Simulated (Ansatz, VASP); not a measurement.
Two plane-wave programs on Fe

```
CELL_PARAMETERS angstrom
-0.03656 1.80950 1.80950
1.80950 -0.03656 1.80950
1.80950 1.80950 -0.03656
ATOMIC_POSITIONS crystal
Fe 0.00000 0.00000 0.00000
```

Change from the starting cell: equal xy, yz and zx shear strains of -2 %, PAW files.

Alike in both runs: task electric field gradients; functional PBE; k mesh 17 × 17 × 17; occupations fermi-dirac, width 0.03 eV; collinear spin.

|  | VASP | Ansatz |
| --- | --- | --- |
| version | VASP 6.6.1 | Ansatz 0.2.0 |
| potentials or method | VASP PAW PBE potentials, release 64 (Fe) | PAW with Ansatz's default frozen-core files, scalar-relativistic |
| plane-wave cutoff (eV) | 520 | 420 |
| valence electrons in the cell | 8 | 16 |

VASP gave:

| Property | Result |
| --- | --- |
| pressure (GPa) | -2.8 |
| traceless stress, the component that is largest in VASP (GPa) | -0.35 |
| net moment per atom (μB) | 2.59 |
| size of the moment on the site where the two differ most (μB) | 2.59 |
| size of Vzz on the site where it differs most (V/Å²) | 6.6 |

Task: What did Ansatz give for the same quantities?

Result: Pressure (GPa): -2.7; traceless stress, the component that is largest in VASP (GPa): -0.21; net moment per atom (μB): 2.58; size of the moment on the site where the two differ most (μB): 2.63; size of Vzz on the site where it differs most (V/Å²): 4.7.

Site moments also hang on the region over which each program counts them. The functional is the same, so the differences come from potentials, cutoffs and numerics. VASP's potentials hold 8 valence electrons a cell and Ansatz's 16, so a difference there can come from the potentials and not from the codes.
